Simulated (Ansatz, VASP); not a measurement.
# One calculation of Ru, two programs

File INCAR:

```
SYSTEM = Ru
PREC     = Accurate       ! precision mode
ENCUT    = 520            ! plane-wave cutoff, eV
EDIFF    = 1E-6           ! SCF threshold, eV
ISMEAR   = 0              ! smearing method
SIGMA    = 0.15           ! smearing width, eV
LREAL    = .FALSE.        ! projectors in reciprocal space
LASPH    = .TRUE.         ! aspherical terms in the spheres
NELM     = 80             ! most SCF steps
ALGO     = Fast           ! electronic algorithm
ISIF     = 2              ! what is computed and relaxed
LWAVE    = .FALSE.        ! write WAVECAR
LCHARG   = .FALSE.        ! write CHGCAR
GGA      = PS             ! functional
NBANDS   = 21             ! bands
```

Contents of KPOINTS:

```
Automatic mesh
0
G
  24 24 12
  0 0 0
```

The input POSCAR:

```
Ru
1.0
    2.6246253542      0.0000000000      0.0000000000
   -1.3123126771      2.2729922322      0.0000000000
    0.0000000000      0.0000000000      4.1534430000
Ru
2
Direct
    0.3333333333      0.6666666667      0.2500000000
    0.6666666667      0.3333333333      0.7500000000
```

Input for Ansatz:

```yaml
crystal:
  lattice:
    - [2.6246253542, 0.0, 0.0]
    - [-1.3123126771, 2.2729922322, 0.0]
    - [0.0, 0.0, 4.153443]
  atoms:
    - { symbol: Ru, position: [0.3333333333, 0.6666666667, 0.25] }
    - { symbol: Ru, position: [0.6666666667, 0.3333333333, 0.75] }
basis:
  ecutwfc: 420
kpoints:
  mp_grid: { grid: [24, 24, 12] }
hamiltonian:
  xc: pbesol
scf:
  occupations: { method: gaussian, width: 0.15 }
output:
  forces: true
  stress: true
  eigenvalues: true
```

Change from the starting cell: strain -0.030 along x and y, -0.030 along z, atoms carried along.

Alike in both runs: task single point; functional PBEsol; k mesh 24 × 24 × 12; occupations gaussian, width 0.15 eV; no spin polarisation.

|  | VASP | Ansatz |
| --- | --- | --- |
| version | VASP 6.6.1 | Ansatz 0.2.0 |
| potentials or method | VASP PAW PBE potentials, release 64 (Ru_pv), cutoff 520 eV | scalar-relativistic, plane waves, PAW |
| valence electrons in the cell | 28 | 32 |

```tsv
	VASP	Ansatz	Ansatz less VASP
gap on the k mesh at the Fermi level (eV)	none	none	-
pressure (GPa)	30.1	29.9	-0.12
traceless stress, the component that is largest in VASP (GPa)	0.09	0.05	-0.041
```

VASP's potentials were made for PBE, not for PBEsol. A gap of «none» marks a metal or a gap that the smearing closes. Both programs put the cell under a high pressure, so it lies far from rest at this level. VASP's potentials hold 28 valence electrons a cell and Ansatz's 32, so a difference there can come from the potentials and not from the codes.
